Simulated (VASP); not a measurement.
A run of VASP 6.6.1:

The input INCAR:

```
SYSTEM = Ni2TeO2
PREC     = Accurate       ! precision mode
ENCUT    = 520            ! plane-wave cutoff, eV
EDIFF    = 1E-6           ! SCF threshold, eV
ISMEAR   = 0              ! smearing method
SIGMA    = 0.1            ! smearing width, eV
LREAL    = .FALSE.        ! projectors in reciprocal space
LASPH    = .TRUE.         ! aspherical terms in the spheres
NELM     = 80             ! most SCF steps
ALGO     = Normal         ! electronic algorithm
ISIF     = 2              ! what is computed and relaxed
LWAVE    = .FALSE.        ! write WAVECAR
LCHARG   = .TRUE.         ! write CHGCAR
GGA      = PE             ! functional
LELF     = .TRUE.         ! ELF
LVHAR    = .TRUE.       
NBANDS   = 27             ! bands
```

The input KPOINTS:

```
regular mesh
0
G
  12 12 12
  0 0 0
```

Contents of POSCAR:

```
Ni2TeO2
1.0
   -1.7631218202      1.7952900491      5.6253534729
    1.7631218202     -1.7952900491      5.6253534729
    1.7631218202      1.7952900491     -5.6253534729
Ni Te O
2 1 2
Direct
    0.8264614972      0.3264614972      0.5000000000
    0.1735385028      0.6735385028      0.5000000000
    0.0000000000      0.0000000000      0.0000000000
    0.2884300763      0.2884300763      0.0000000000
    0.7115699237      0.7115699237      0.0000000000
```

Potentials or basis: VASP PAW PBE potentials, release 64 (Ni, Te, O).

Launch:

```bash
$ cat potpaw_PBE.64/Ni/POTCAR potpaw_PBE.64/Te/POTCAR potpaw_PBE.64/O/POTCAR > POTCAR
$ mpirun -np 1 vasp_std > vasp.out
```

Hardware: 1 thread of Intel Xeon 8259CL, with other jobs on the host.

Question: Estimate the wall time of this run.

Answer: It took 39 min on 1 thread of Intel Xeon 8259CL (shared host), peak memory 0.71 GiB. Counts: scf iterations 16, k points 280.
